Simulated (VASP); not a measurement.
# SnSe (Pnma) in VASP: notebook

Aim: see how the results for SnSe move with the level of theory and the settings. Levels: PBE+D3(BJ), PBE. Tasks: single point.

All numbers are computed with VASP 6.6.1; they aren't measurements. Logs are shortened: lines on timing, memory, paths and dates and some standing lists are left out, and cuts for length are marked.

**What was measured.**

From “Linear dichroism of the optical properties of SnS and SnSe van der Waals crystals”, 2024, arxiv:2409.17412, for a bulk crystal of SnSe at 300 K: band gap 0.89 eV (indirect).

How close the calculation comes is told below.

### Step 1. The cell of the first run

It takes space group Pnma (No. 62, orthorhombic). The conventional cell has a = 11.541 Å, b = 4.175 Å, c = 4.378 Å, α = 90.00°, β = 90.00°, γ = 90.00°. Within 3.6 Å of Sn (site symmetry m) lie 6 Se at 2.76 to 3.47 Å and 2 Sn at 3.54 Å. Se (site symmetry m) has 6 Sn at 2.76 to 3.47 Å within 3.6 Å.

### Step 2. Single point, PBE+D3(BJ)

INCAR

```
SYSTEM = SnSe
PREC = Accurate ; ENCUT = 520
EDIFF = 1E-6 ; ISMEAR = -1
SIGMA = 0.02 ; LREAL = .False.
LASPH = .True. ; NELM = 100
ALGO = Normal ; ISIF = 2
LWAVE = .False. ; LCHARG = .False.
GGA = PE ; IVDW = 12
NBANDS = 50
```

KPOINTS

```
regular mesh
0
Gamma
  2 6 6
  0 0 0
```

POSCAR

```
SnSe
1.0
   11.5409842389      0.0000000000      0.0000000000
    0.0000000000      4.1747053063      0.0000000000
    0.0000000000      0.0000000000      4.3783148342
Sn Se
4 4
Direct
    0.1187740200      0.2500000000      0.0923510186
    0.3812259800      0.7500000000      0.5923510186
    0.6187740200      0.2500000000      0.4076489814
    0.8812259800      0.7500000000      0.9076489814
    0.3566783341      0.2500000000      0.0205843011
    0.1433216659      0.7500000000      0.5205843011
    0.8566783341      0.2500000000      0.4794156989
    0.6433216659      0.7500000000      0.9794156989
```

Potentials or basis: VASP PAW PBE potentials, release 64 (Sn_d, Se).

Started as:

```bash
> cat potpaw_PBE.64/Sn_d/POTCAR potpaw_PBE.64/Se/POTCAR > POTCAR
> mpirun -np 1 vasp_std > vasp.out
```

OUTCAR:

```text
SYSTEM = SnSe
   PREC = Accurate
   ENCUT = 520
   EDIFF = 1E-6
   ISMEAR = -1
   LREAL = .False.
   LASPH = .True.
   NELM = 100
   ISIF = 2
   GGA = PE
   IVDW = 12
 IVDW          = 12

 ion  position               nearest neighbor table
   1  0.119  0.250  0.092-   5 2.76   6 2.82   6 2.82   6 3.27   6 3.27   4 3.54   4 3.54
   2  0.381  0.750  0.592-   6 2.76   5 2.82   5 2.82   5 3.27   5 3.27   3 3.54   3 3.54
   3  0.619  0.250  0.408-   7 2.76   8 2.82   8 2.82   8 3.27   8 3.27   2 3.54   2 3.54
   4  0.881  0.750  0.908-   8 2.76   7 2.82   7 2.82   7 3.27   7 3.27   1 3.54   1 3.54
   5  0.357  0.250  0.021-   1 2.76   2 2.82   2 2.82   2 3.27   2 3.27
   6  0.143  0.750  0.521-   2 2.76   1 2.82   1 2.82   1 3.27   1 3.27
   7  0.857  0.250  0.479-   3 2.76   4 2.82   4 2.82   4 3.27   4 3.27
   8  0.643  0.750  0.979-   4 2.76   3 2.82   3 2.82   3 3.27   3 3.27

  LATTYP: Found a simple orthorhombic cell.
 ALAT       =     4.1747053063
 B/A-ratio  =     1.0487721918
 C/A-ratio  =     2.7645027354

  Lattice vectors:

 A1 = (   0.0000000000,   4.1747053063,   0.0000000000)
 A2 = (   0.0000000000,   0.0000000000,   4.3783148342)
 A3 = (  11.5409842389,   0.0000000000,   0.0000000000)

Analysis of symmetry for initial positions (statically):
=====================================================================
 Subroutine PRICEL returns:
 Original cell was already a primitive cell.

 Routine SETGRP: Setting up the symmetry group for a
 simple orthorhombic supercell.

 Subroutine GETGRP returns: Found  8 space group operations
 (whereof  2 operations were pure point group operations)
 out of a pool of  8 trial point group operations.

The static configuration has the point symmetry S_2 .
 The point group associated with its full space group is D_2h.

Analysis of symmetry for dynamics (positions and initial velocities):
=====================================================================
 Subroutine PRICEL returns:
 Original cell was already a primitive cell.

 Routine SETGRP: Setting up the symmetry group for a
 simple orthorhombic supercell.

 Subroutine GETGRP returns: Found  8 space group operations
 (whereof  2 operations were pure point group operations)
 out of a pool of  8 trial point group operations.

The dynamic configuration has the point symmetry S_2 .
 The point group associated with its full space group is D_2h.

 Subroutine INISYM returns: Found  8 space group operations
 (whereof  2 operations are pure point group operations),
 and found     1 'primitive' translations

----------------------------------------------------------------------------------------

                                     Primitive cell

  volume of cell :     210.9481

  direct lattice vectors                    reciprocal lattice vectors
    11.540984239  0.000000000  0.000000000     0.086647723  0.000000000  0.000000000
     0.000000000  4.174705306  0.000000000     0.000000000  0.239537866  0.000000000
     0.000000000  0.000000000  4.378314834     0.000000000  0.000000000  0.228398377

  length of vectors
    11.540984239  4.174705306  4.378314834     0.086647723  0.239537866  0.228398377

  position of ions in fractional coordinates (direct lattice)
     0.118774020  0.250000000  0.092351019
     0.381225980  0.750000000  0.592351019
     0.618774020  0.250000000  0.407648981
     0.881225980  0.750000000  0.907648981
     0.356678334  0.250000000  0.020584301
     0.143321666  0.750000000  0.520584301
     0.856678334  0.250000000  0.479415699
     0.643321666  0.750000000  0.979415699

  ion indices of the primitive-cell ions
   primitive index   ion index
                 1           1
                 2           2
                 3           3
                 4           4
                 5           5
                 6           6
                 7           7
                 8           8

----------------------------------------------------------------------------------------

 KPOINTS: regular mesh

Automatic generation of k-mesh.
 Grid dimensions read from file:
 generate k-points for:    2    6    6

 Generating k-lattice:

  Cartesian coordinates                     Fractional coordinates (reciprocal lattice)
     0.043323861  0.000000000  0.000000000     0.500000000  0.000000000  0.000000000
     0.000000000  0.039922978  0.000000000     0.000000000  0.166666667  0.000000000
     0.000000000  0.000000000  0.038066396     0.000000000  0.000000000  0.166666667

  Length of vectors
     0.043323861  0.039922978  0.038066396

  Shift w.r.t. Gamma in fractional coordinates (k-lattice)
     0.000000000  0.000000000  0.000000000

 Subroutine IBZKPT returns following result:
 ===========================================

 Found     32 irreducible k-points:

 Following reciprocal coordinates:
            Coordinates               Weight
  0.000000  0.000000  0.000000      1.000000
  0.500000  0.000000  0.000000      1.000000
  0.000000  0.166667  0.000000      2.000000
  0.500000  0.166667  0.000000      2.000000
  0.000000  0.333333  0.000000      2.000000
  0.500000  0.333333  0.000000      2.000000
[... 16 lines left out ...]
  0.000000  0.500000  0.333333      2.000000
  0.500000  0.500000  0.333333      2.000000
 [... further k-points ...]
   k-points           NKPTS =     32   k-points in BZ     NKDIM =     32   number of bands    NBANDS=     50
   number of dos      NEDOS =    301   number of ions     NIONS =      8
   total plane-waves  NPLWV = 103680
   dimension x,y,z NGX =    90 NGY =   32 NGZ =   36
   dimension x,y,z NGXF=   180 NGYF=   64 NGZF=   72
   ions per type =               4   4
   NGX,Y,Z   is equivalent  to a cutoff of  12.96, 12.74, 13.67 a.u.
   NGXF,Y,Z  is equivalent  to a cutoff of  25.93, 25.49, 27.34 a.u.
 SYSTEM =  SnSe
   PREC   = accura    normal or accurate (medium, high low for compatibility)
   ISTART =      0    job   : 0-new  1-cont  2-samecut
   ICHARG =      2    charge: 1-file 2-atom 10-const
   ISPIN  =      1    spin polarized calculation?
   LNONCOLLINEAR =      F non collinear calculations
   LSORBIT =      F    spin-orbit coupling
   LASPH  =      T    aspherical Exc in radial PAW
   ENCUT  =  520.0 eV  38.22 Ry    6.18 a.u.  21.46  7.76  8.14*2*pi/ulx,y,z
   NELM   =    100;   NELMIN=  2; NELMDL= -5     # of ELM steps
   EDIFF  = 0.1E-05   stopping-criterion for ELM
   LREAL  =      F    real-space projection
   EDIFFG = 0.1E-04   stopping-criterion for IOM
   NSW    =      0    number of steps for IOM
   IBRION =     -1    ionic relax: 0-MD 1-quasi-New 2-CG
   NFREE  =      0    steps in history (QN), initial steepest desc. (CG)
   ISIF   =      2    stress and relaxation
   ISYM   =      2    0-nonsym 1-usesym 2-fastsym
   POTIM  = 0.5000    time-step for ionic-motion
   TEBEG  =    0.0;   TEEND  =   0.0 temperature during run
   PSTRESS=    0.0 pullay stress
   NELECT =      80.0000    total number of electrons
   NUPDOWN=      -1.0000    fix difference up-down
   EMIN   =  10.00;   EMAX   =-10.00  energy-range for DOS
   EFERMI =   0.00;   METHOD = LEGACY
   ISMEAR =    -1;   SIGMA  =   0.02  broadening in eV -4-tet -1-fermi 0-gaus
   EFERMI_NEDOS =   21; number of points for ismear=-14 and -15
   IALGO  =     38    algorithm
   IMIX   =      4    mixing-type and parameters
     AMIX     =   0.40;   BMIX     =  1.00
     AMIX_MAG =   1.60;   BMIX_MAG =  1.00
  volume/ion in A,a.u.               =      26.37       177.94
  Fermi-wavevector in a.u.,A,eV,Ry     =   1.184985  2.239297 19.105165  1.404190
  Thomas-Fermi vector in A             =   2.321188
   LORBIT       =      0    0 simple, 1 ext, 2 COOP (PROOUT), +10 PAW based schemes
   GGA     = PE    functional components
   LHFCALC =     F    Hartree Fock is set to
   AEXX    =    0.0000 exact exchange contribution
   IVDW    =    12    specifies the selected vdW correction
   LEPSILON=     F    determine dielectric tensor
   LRPA    =     F    only Hartree local field effects (RPA)
 non-spin polarized calculation
  energy-cutoff  :      520.00
  volume of cell :      210.95
 maximum number of plane-waves:      5716
 NGX is ok and might be reduce to    90
   NGX = 43   NGY = 15   NGZ = 17

 number of electron      79.9999990 magnetization

 Free energy of the ion-electron system (eV)
  ---------------------------------------------------
  ext. energy  EPLUGINS =         0.00000000
  ---------------------------------------------------
  free energy    TOTEN  =       -32.75973338 eV

  energy without entropy =      -32.75973318  energy(sigma->0) =      -32.75973328

 E-fermi :   5.8461     XC(G=0):  -9.7685

 val. band max:        5.6091263225   @ k =   0.0000   0.0000   0.3333
 cond. band min:       6.0838046876   @ k =   0.0000   0.3333   0.0000
 fundamental gap:      0.4746783651
 Fermi energy:         5.8461274062

 k-point     1 :       0.0000    0.0000    0.0000
  band No.  band energies     occupation
      1     -15.7826      2.00000
      2     -15.7710      2.00000
      3     -15.7684      2.00000
      4     -15.7659      2.00000
      5     -15.7645      2.00000
      6     -15.7610      2.00000
[... 42 lines left out ...]
     49      10.2272      0.00000
     50      10.3658      0.00000

 k-point     2 :       0.5000    0.0000    0.0000
  band No.  band energies     occupation
      1     -15.7771      2.00000
      2     -15.7771      2.00000
      3     -15.7681      2.00000
      4     -15.7681      2.00000
      5     -15.7632      2.00000
      6     -15.7632      2.00000
[... 42 lines left out ...]
     49      10.5781      0.00000
     50      10.5782      0.00000

 k-point     3 :       0.0000    0.1667    0.0000
  band No.  band energies     occupation
      1     -15.7763      2.00000
      2     -15.7686      2.00000
      3     -15.7666      2.00000
      4     -15.7650      2.00000
      5     -15.7634      2.00000
      6     -15.7634      2.00000
[... 1102 lines left out ...]
     49      10.4148      0.00000
     50      10.4148      0.00000

 k-point    24 :       0.5000    0.5000    0.3333
  band No.  band energies     occupation
      1     -15.7820      2.00000
      2     -15.7820      2.00000
      3     -15.7820      2.00000
      4     -15.7820      2.00000
      5     -15.7554      2.00000
      6     -15.7554      2.00000
[... 42 lines left out ...]
     49      11.3137      0.00000
     50      11.3137      0.00000

 [... further k-points ...]

------------------------ aborting loop because EDIFF is reached ----------------------------------------

 Edisp (eV)   -2.93418

 E8    (eV) :    -1.3238

  FORCE on cell =-STRESS in cart. coord.  units (eV):
  Direction    XX          YY          ZZ          XY          YZ          ZX
  --------------------------------------------------------------------------------------
  -------------------------------------------------------------------------------------
  Total       0.03120     0.01131     0.00232     0.00000     0.00000     0.00000
  in kB       0.23696     0.08586     0.01759     0.00000     0.00000     0.00000
  external pressure =        0.11 kB  Pullay stress =        0.00 kB

 VOLUME and BASIS-vectors are now :
 -----------------------------------------------------------------------------
  energy-cutoff  :      520.00
  volume of cell :      210.95
      direct lattice vectors                 reciprocal lattice vectors
    11.540984239  0.000000000  0.000000000     0.086647723  0.000000000  0.000000000
     0.000000000  4.174705306  0.000000000     0.000000000  0.239537866  0.000000000
     0.000000000  0.000000000  4.378314834     0.000000000  0.000000000  0.228398377

 POSITION                                       TOTAL-FORCE (eV/Angst)
 -----------------------------------------------------------------------------------
      1.37077      1.04368      0.40434        -0.012592     -0.000000     -0.007885
      4.39972      3.13103      2.59350         0.012592     -0.000000     -0.007885
      7.14126      1.04368      1.78482        -0.012592      0.000000      0.007885
     10.17022      3.13103      3.97397         0.012592     -0.000000      0.007885
      4.11642      1.04368      0.09012         0.007663      0.000000      0.008282
      1.65407      3.13103      2.27928        -0.007663      0.000000      0.008282
      9.88691      1.04368      2.09903         0.007663     -0.000000     -0.008282
      7.42457      3.13103      4.28819        -0.007663     -0.000000     -0.008282
 -----------------------------------------------------------------------------------
    total drift:                                0.000000      0.000000     -0.000000

  FREE ENERGIE OF THE ION-ELECTRON SYSTEM (eV)
  ---------------------------------------------------
  free  energy   TOTEN  =       -35.6939099111 eV

  energy  without entropy=      -35.6939097044  energy(sigma->0) =      -35.69390981
```

Wall time 4.9 min (1 thread of Intel Xeon Platinum 8275CL at 3.00GHz (Skylake/Cascade Lake), shared host); peak memory 0.48 GiB.

What came out:

```
Free energy                : -35.6939 eV
Pressure                   : 0.0 GPa
Largest force              : 0.015 eV/Å
Band gap on the k mesh     : 0.47 eV (least direct gap 0.57 eV)
Dispersion energy per atom : -0.367 eV
```

Forces on the atoms (eV/Å):
```
Sn  -0.013  0.000 -0.008
Sn   0.013  0.000 -0.008
Sn  -0.013  0.000  0.008
Sn   0.013  0.000  0.008
Se   0.008  0.000  0.008
Se  -0.008  0.000  0.008
Se   0.008  0.000 -0.008
Se  -0.008  0.000 -0.008
```

Caveat: semilocal functionals underestimate gaps, and a narrow one can read as zero; spin-orbit coupling is left out, which moves the levels of the heavy elements.

### Step 3. Single point, PBE

This run uses another cell than the first one, of 27.28 Å³/atom.

INCAR

```
  PREC = Accurate
  ENCUT = 520
  EDIFF = 1E-6
  ISMEAR = -1
  SIGMA = 0.02
  LREAL = False
  LASPH = True
  NELM = 100
  ALGO = Normal
  ISIF = 2
  LWAVE = False
  LCHARG = False
  GGA = PE
  NBANDS = 50
```

KPOINTS

```
Automatic mesh
0
Gamma
  2 6 6
```

POSCAR

```
SnSe
1.0
   11.5794965183      0.0000000000      0.0000000000
    0.0000000000      4.1271462683      0.0000000000
    0.0000000000      0.0000000000      4.5666927273
Sn Se
4 4
Direct
    0.1187874403      0.2500000000      0.1129353282
    0.3812125597      0.7500000000      0.6129353282
    0.6187874403      0.2500000000      0.3870646718
    0.8812125597      0.7500000000      0.8870646718
    0.3531524719      0.2500000000      0.0119861729
    0.1468475281      0.7500000000      0.5119861729
    0.8531524719      0.2500000000      0.4880138271
    0.6468475281      0.7500000000      0.9880138271
```

Potentials or basis: VASP PAW PBE potentials, release 64 (Sn_d, Se).

Started as:

```bash
> cat potpaw_PBE.64/Sn_d/POTCAR potpaw_PBE.64/Se/POTCAR > POTCAR
> mpirun -np 1 vasp_std > vasp.out
```

Run time: 5.3 min. Hardware: 1 thread of Intel Xeon Platinum 8275CL at 3.00GHz (Skylake/Cascade Lake), shared host; peak memory 0.47 GiB.

The run converged. Its results:

```yaml
Free_energy: -32.7971 eV
Pressure: 2.1 GPa
Largest_force: 0.224 eV/Å
Band_gap_on_the_k_mesh: 0.63 eV (least direct gap 0.91 eV)
```

Forces in eV/Å, atoms in the order of the input:
```
Sn  -0.164  0.000 -0.153
Sn   0.164  0.000 -0.153
Sn  -0.164  0.000  0.153
Sn   0.164  0.000  0.153
Se   0.129  0.000  0.163
Se  -0.129  0.000  0.163
Se   0.129  0.000 -0.163
Se  -0.129  0.000 -0.163
```

Stress tensor (GPa, compression positive):
```
2.13 0.00 0.00
0.00 2.26 0.00
0.00 0.00 1.84
```

Levels at points of the mesh, in eV from the valence-band top:
| k point | band 36 | band 37 | band 38 | band 39 | band 40 | band 41 | band 42 | band 43 | band 44 | band 45 |
| --- | --- | --- | --- | --- | --- | --- | --- | --- | --- | --- |
| (0.00, 0.00, 0.00) | -1.82 | -1.49 | -1.02 | -0.69 | -0.31 | 0.82 | 2.74 | 2.83 | 2.88 | 3.14 |
| (0.50, 0.00, 0.00) | -2.01 | -1.73 | -1.73 | -0.46 | -0.46 | 2.53 | 2.53 | 2.54 | 2.54 | 3.76 |
| (0.00, 0.50, 0.00) | -1.75 | -0.97 | -0.97 | -0.96 | -0.96 | 1.16 | 1.16 | 1.32 | 1.32 | 1.93 |
| (0.50, 0.50, 0.00) | -2.11 | -1.11 | -1.11 | -1.11 | -1.11 | 1.50 | 1.50 | 1.50 | 1.50 | 2.31 |
| (0.00, 0.00, 0.50) | -1.37 | -0.85 | -0.85 | -0.15 | -0.15 | 1.33 | 1.33 | 1.83 | 1.83 | 2.03 |
| (0.50, 0.00, 0.50) | -1.78 | -0.52 | -0.52 | -0.16 | -0.16 | 1.33 | 1.33 | 1.82 | 1.82 | 2.08 |
| (0.00, 0.50, 0.50) | -3.06 | -2.13 | -2.13 | -1.33 | -1.33 | 2.69 | 2.69 | 2.98 | 2.98 | 4.60 |
| (0.50, 0.50, 0.50) | -3.61 | -1.42 | -1.42 | -1.42 | -1.42 | 2.49 | 2.49 | 2.49 | 2.49 | 4.60 |

Caveat: semilocal functionals underestimate gaps, and a narrow one can read as zero; spin-orbit coupling is left out, which moves the levels of the heavy elements. A k mesh can miss the band edges.

### Step 4. Against experiment

Step 2. A measured gap of SnSe is 0.89 eV (indirect; 300 K; “Linear dichroism of the optical properties of SnS and SnSe van der Waals crystals”, 2024, arxiv:2409.17412); the calculated 0.47 eV misses it by -0.42 eV. 2 values of this kind are on record (0.89 to 0.99 eV); this one was drawn at random. Spin-orbit coupling on Se, Sn is left out. The value is that of PBE+D3(BJ) on a finite k mesh, which can miss the band edges, without temperature or zero-point motion. Semilocal functionals fall short of measured gaps as a rule.
